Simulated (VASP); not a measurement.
# C in VASP: relaxation of the atoms with PBE+D3(BJ)

Aim: the relaxation of the atoms of C with PBE+D3(BJ).

Program: VASP 6.6.1. These are calculated values, not measurements. Logs are shortened: lines on timing, memory, paths and dates and some standing lists are left out, and cuts for length are marked.

## Step 1: The cell of the first run

The cell holds a slab with vacuum, 4 atoms: a = 2.466 Å, b = 2.466 Å, c = 17.500 Å, α = 90.00°, β = 90.00°, γ = 120.00°.

## Step 2: Relaxation of the atoms, PBE+D3(BJ) (layers slid over each other)

INCAR

```
PREC = Accurate
ENCUT = 520
EDIFF = 1E-6
ISMEAR = 0
SIGMA = 0.1
LREAL = F
LASPH = T
NELM = 60
ALGO = Normal
ISIF = 2
LWAVE = F
LCHARG = F
LDIPOL = T
IDIPOL = 3
DIPOL = 0.5 0.5 0.356
GGA = PE
IVDW = 12
IBRION = 2
NSW = 40
EDIFFG = -0.003
```

KPOINTS

```
regular mesh
0
Gamma
  15 15 1
```

POSCAR

```
C
1.0
    2.4657189589      0.0000000000      0.0000000000
   -1.2328594795      2.1353752570      0.0000000000
    0.0000000000      0.0000000000     17.5000000000
C
4
Selective dynamics
Direct
    0.3333333333      0.6666666667      0.2571426191  F F F
    0.6666666667      0.3333333333      0.2571429257  F F T
    0.5000000000      1.3333333333      0.4546391205  F F T
    0.8333333333      1.0000000000      0.4546391205  F F T
```

Potentials or basis: VASP PAW PBE potentials, release 64 (C).

Launch:

```console
$ cat potpaw_PBE.64/C/POTCAR > POTCAR
$ mpirun -np 1 vasp_std > vasp.out
```

OUTCAR:

```text
PREC = Accurate
   ENCUT = 520
   EDIFF = 1E-6
   ISMEAR = 0
   LREAL = F
   LASPH = T
   NELM = 60
   ISIF = 2
   GGA = PE
   IVDW = 12
   IBRION = 2
   NSW = 40
   EDIFFG = -0.003
 IVDW          = 12

 ion  position               nearest neighbor table
   1  0.333  0.667  0.257-   2 1.42   2 1.42   2 1.42
   2  0.667  0.333  0.257-   1 1.42   1 1.42   1 1.42
   3  0.500  0.333  0.455-   4 1.42   4 1.42   4 1.42
   4  0.833  0.000  0.455-   3 1.42   3 1.42   3 1.42

  LATTYP: Found a hexagonal cell.
 ALAT       =     2.4657189589
 C/A-ratio  =     7.0973214270

  Lattice vectors:

 A1 = (   2.4657189589,   0.0000000000,   0.0000000000)
 A2 = (  -1.2328594795,   2.1353752570,   0.0000000000)
 A3 = (   0.0000000000,   0.0000000000,  17.5000000000)

Analysis of symmetry for initial positions (statically):
=====================================================================
 Subroutine PRICEL returns:
 Original cell was already a primitive cell.

 Routine SETGRP: Setting up the symmetry group for a
 hexagonal supercell.

 Subroutine GETGRP returns: Found  2 space group operations
 (whereof  1 operations were pure point group operations)
 out of a pool of 24 trial point group operations.

The static configuration has the point symmetry C_1 .
 The point group associated with its full space group is S_2 .

Analysis of symmetry for dynamics (positions and initial velocities):
=====================================================================
 Subroutine PRICEL returns:
 Original cell was already a primitive cell.

 Routine SETGRP: Setting up the symmetry group for a
 hexagonal supercell.

 Subroutine GETGRP returns: Found  2 space group operations
 (whereof  1 operations were pure point group operations)
 out of a pool of 24 trial point group operations.

The dynamic configuration has the point symmetry C_1 .
 The point group associated with its full space group is S_2 .

Analysis of constrained symmetry for selective dynamics:
=====================================================================
 Subroutine PRICEL returns:
 Original cell was already a primitive cell.

 Routine SETGRP: Setting up the symmetry group for a
 hexagonal supercell.

 Subroutine GETGRP returns: Found  1 space group operations
 (whereof  1 operations were pure point group operations)
 out of a pool of 24 trial point group operations.

The constrained configuration has the point symmetry C_1 .

 Subroutine INISYM returns: Found  1 space group operations
 (whereof  1 operations are pure point group operations),
 and found     1 'primitive' translations

----------------------------------------------------------------------------------------

                                     Primitive cell

  volume of cell :      92.1416

  direct lattice vectors                    reciprocal lattice vectors
     2.465718959  0.000000000  0.000000000     0.405561224  0.234150882  0.000000000
    -1.232859480  2.135375257  0.000000000     0.000000000  0.468301764  0.000000000
     0.000000000  0.000000000 17.500000000     0.000000000  0.000000000  0.057142857

  length of vectors
     2.465718959  2.465718959 17.500000000     0.468301764  0.468301764  0.057142857

  position of ions in fractional coordinates (direct lattice)
     0.333333333  0.666666667  0.257142619
     0.666666667  0.333333333  0.257142926
     0.500000000  0.333333333  0.454639120
     0.833333333  0.000000000  0.454639120

  ion indices of the primitive-cell ions
   primitive index   ion index
                 1           1
                 2           2
                 3           3
                 4           4

----------------------------------------------------------------------------------------

 KPOINTS: regular mesh

Automatic generation of k-mesh.
 Grid dimensions read from file:
 generate k-points for:   15   15    1

 Generating k-lattice:

  Cartesian coordinates                     Fractional coordinates (reciprocal lattice)
     0.027037415  0.015610059  0.000000000     0.066666667  0.000000000  0.000000000
     0.000000000  0.031220118  0.000000000     0.000000000  0.066666667  0.000000000
     0.000000000  0.000000000  0.057142857     0.000000000  0.000000000  1.000000000

  Length of vectors
     0.031220118  0.031220118  0.057142857

  Shift w.r.t. Gamma in fractional coordinates (k-lattice)
     0.000000000  0.000000000  0.000000000

 Subroutine IBZKPT returns following result:
 ===========================================

 Found    113 irreducible k-points:

 Following reciprocal coordinates:
            Coordinates               Weight
  0.000000  0.000000  0.000000      1.000000
  0.066667  0.000000  0.000000      2.000000
  0.000000  0.066667  0.000000      2.000000
 -0.066667  0.066667  0.000000      2.000000
  0.133333 -0.000000  0.000000      2.000000
  0.000000  0.133333  0.000000      2.000000
[... 16 lines left out ...]
  0.066667  0.066667  0.000000      2.000000
 -0.066667  0.133333  0.000000      2.000000
 [... further k-points ...]
   k-points           NKPTS =    113   k-points in BZ     NKDIM =    113   number of bands    NBANDS=     12
   number of dos      NEDOS =    301   number of ions     NIONS =      4
   total plane-waves  NPLWV =  45360
   dimension x,y,z NGX =    18 NGY =   18 NGZ =  140
   dimension x,y,z NGXF=    36 NGYF=   36 NGZF=  280
   ions per type =               4
   NGX,Y,Z   is equivalent  to a cutoff of  12.14, 12.14, 13.30 a.u.
   NGXF,Y,Z  is equivalent  to a cutoff of  24.27, 24.27, 26.60 a.u.
 SYSTEM =  unknown system
   PREC   = accura    normal or accurate (medium, high low for compatibility)
   ISTART =      0    job   : 0-new  1-cont  2-samecut
   ICHARG =      2    charge: 1-file 2-atom 10-const
   ISPIN  =      1    spin polarized calculation?
   LNONCOLLINEAR =      F non collinear calculations
   LSORBIT =      F    spin-orbit coupling
   LASPH  =      T    aspherical Exc in radial PAW
   ENCUT  =  520.0 eV  38.22 Ry    6.18 a.u.   4.58  4.58 32.54*2*pi/ulx,y,z
   NELM   =     60;   NELMIN=  2; NELMDL= -5     # of ELM steps
   EDIFF  = 0.1E-05   stopping-criterion for ELM
   LREAL  =      F    real-space projection
   EDIFFG = -.3E-02   stopping-criterion for IOM
   NSW    =     40    number of steps for IOM
   IBRION =      2    ionic relax: 0-MD 1-quasi-New 2-CG
   NFREE  =      1    steps in history (QN), initial steepest desc. (CG)
   ISIF   =      2    stress and relaxation
   ISYM   =      2    0-nonsym 1-usesym 2-fastsym
   POTIM  = 0.5000    time-step for ionic-motion
   TEBEG  =    0.0;   TEEND  =   0.0 temperature during run
   PSTRESS=    0.0 pullay stress
   NELECT =      16.0000    total number of electrons
   NUPDOWN=      -1.0000    fix difference up-down
   EMIN   =  10.00;   EMAX   =-10.00  energy-range for DOS
   EFERMI =   0.00;   METHOD = LEGACY
   ISMEAR =     0;   SIGMA  =   0.10  broadening in eV -4-tet -1-fermi 0-gaus
   EFERMI_NEDOS =   21; number of points for ismear=-14 and -15
   IALGO  =     38    algorithm
   IMIX   =      4    mixing-type and parameters
     AMIX     =   0.40;   BMIX     =  1.00
     AMIX_MAG =   1.60;   BMIX_MAG =  1.00
  volume/ion in A,a.u.               =      23.04       155.45
  Fermi-wavevector in a.u.,A,eV,Ry     =   0.913334  1.725951 11.349690  0.834179
  Thomas-Fermi vector in A             =   2.037833
   LORBIT       =      0    0 simple, 1 ext, 2 COOP (PROOUT), +10 PAW based schemes
   GGA     = PE    functional components
   LHFCALC =     F    Hartree Fock is set to
   AEXX    =    0.0000 exact exchange contribution
   IVDW    =    12    specifies the selected vdW correction
   LEPSILON=     F    determine dielectric tensor
   LRPA    =     F    only Hartree local field effects (RPA)
 conjugate gradient relaxation of ions
 non-spin polarized calculation
 Gauss-broadening in eV      SIGMA  =   0.10
  energy-cutoff  :      520.00
  volume of cell :       92.14
 maximum number of plane-waves:      2521
   NGX =  9   NGY =  9   NGZ = 65

--------------------------------------- Ionic step        1  -------------------------------------------

 number of electron      15.9999996 magnetization

 Free energy of the ion-electron system (eV)
  ---------------------------------------------------
  ext. energy  EPLUGINS =         0.00000000
  ---------------------------------------------------
  free energy    TOTEN  =       -36.88076539 eV

  energy without entropy =      -36.88034562  energy(sigma->0) =      -36.88055550

------------------------ aborting loop because EDIFF is reached ----------------------------------------

 Edisp (eV)   -0.46983

 E8    (eV) :    -0.1400
[... 111 lines left out ...]
  FREE ENERGIE OF THE ION-ELECTRON SYSTEM (eV)
  ---------------------------------------------------
  free  energy   TOTEN  =       -37.3506026470 eV

  energy  without entropy=      -37.3501829701  energy(sigma->0) =      -37.35039281

 dipolmoment           0.000000      0.000000      0.000019 electrons x Angstroem

[... ionic steps 4 to 18 ...]

--------------------------------------- Ionic step       19  -------------------------------------------

 number of electron      15.9999996 magnetization

------------------------ aborting loop because EDIFF is reached ----------------------------------------
[... 79 lines left out ...]
--------------------------------------- Ionic step       21  -------------------------------------------

 number of electron      15.9999996 magnetization

 dipolmoment           0.000000      0.000000     -0.000091 electrons x Angstroem

 Free energy of the ion-electron system (eV)
  ---------------------------------------------------
  ext. energy  EPLUGINS =         0.00000000
  ---------------------------------------------------
  free energy    TOTEN  =       -36.87707301 eV

  energy without entropy =      -36.87670658  energy(sigma->0) =      -36.87688980

 E-fermi :  -0.8361     XC(G=0):  -4.4278

 val. band max:       -0.9365017143   @ k =   0.3333   0.3333   0.0000
 cond. band min:      -0.7357754898   @ k =   0.3333   0.3333   0.0000
 fundamental gap:      0.2007262245
 Fermi energy:        -0.8361357935

 k-point     1 :       0.0000    0.0000    0.0000
  band No.  band energies     occupation
      1     -20.4129      2.00000
      2     -20.2817      2.00000
      3      -8.8802      2.00000
      4      -7.9887      2.00000
      5      -3.8700      2.00000
      6      -3.8652      2.00000
      7      -3.8636      2.00000
      8      -3.8581      2.00000
      9       2.5735      0.00000
     10       3.0326      0.00000
     11       3.9781      0.00000
     12       5.7365      0.00000
[... 331 lines left out ...]
 k-point    24 :      -0.0667    0.1333    0.0000
  band No.  band energies     occupation
      1     -20.0967      2.00000
      2     -19.9681      2.00000
      3      -8.4997      2.00000
      4      -7.6199      2.00000
      5      -5.0231      2.00000
      6      -5.0030      2.00000
      7      -4.5340      2.00000
      8      -4.5283      2.00000
      9       2.9980      0.00000
     10       3.4601      0.00000
     11       4.4074      0.00000
     12       6.1597      0.00000

 [... further k-points ...]

------------------------ aborting loop because EDIFF is reached ----------------------------------------

 vacuum level on the upper side and lower side of the slab       (xc-potential included)        -0.012        -0.009

 Edisp (eV)   -0.47376

 E8    (eV) :    -0.1414

  FORCE on cell =-STRESS in cart. coord.  units (eV):
  Direction    XX          YY          ZZ          XY          YZ          ZX
  --------------------------------------------------------------------------------------
  -------------------------------------------------------------------------------------
  Total       0.10913     0.11498    -0.02539    -0.01828    -0.01387     0.02522
  in kB       1.89759     1.99931    -0.44149    -0.31778    -0.24118     0.43856
  external pressure =        1.15 kB  Pullay stress =        0.00 kB
[... 19 lines left out ...]
  FREE ENERGIE OF THE ION-ELECTRON SYSTEM (eV)
  ---------------------------------------------------
  free  energy   TOTEN  =       -37.3508331672 eV

  energy  without entropy=      -37.3504667394  energy(sigma->0) =      -37.35064995

 reached required accuracy - stopping structural energy minimisation

 vacuum level on the upper side and lower side of the slab         3.426         3.429
```

It took 21 min on 1 thread of Oxide Virtual Turin-like, shared host; peak memory 0.23 GiB.

Results:

```yaml
Free_energy: -37.3508 eV
Energy_gained_by_relaxing: 0.1 meV/atom
Ionic_steps: 21
Dispersion_energy_per_atom: -0.118 eV
```

The path:
```tsv
step	energy change (eV)	largest force on free atoms (eV/Å)	pressure (GPa)
1	0.0000	0.0105	0.10
2	0.0000	0.0084	0.10
3	0.0000	0.0111	0.10
4	0.0000	0.0056	0.10
5	0.0000	0.0103	0.10
6	0.0000	0.0102	0.10
7	0.0000	0.0080	0.10
8	-0.0001	0.0060	0.10
9	-0.0001	0.0079	0.10
10	-0.0001	0.0191	0.10
11	-0.0001	0.0496	0.11
12	-0.0001	0.0289	0.11
13	-0.0002	0.0284	0.11
14	-0.0002	0.0267	0.11
15	-0.0002	0.0258	0.11
16	-0.0002	0.0223	0.11
17	-0.0002	0.0213	0.11
18	-0.0002	0.0206	0.11
19	-0.0002	0.0184	0.11
20	-0.0002	0.0116	0.11
21	-0.0002	0.0018	0.12
```

Final structure:
```
C
1.0
     2.46572    0.00000    0.00000
    -1.23286    2.13538    0.00000
     0.00000    0.00000   17.50000
C
4
Direct
  0.33333 0.66667 0.25714
  0.66667 0.33333 0.25716
  0.50000 0.33333 0.45226
  0.83333 0.00000 0.45228
```

Caveat: the cell differs from its parent crystal (layers slid over each other).
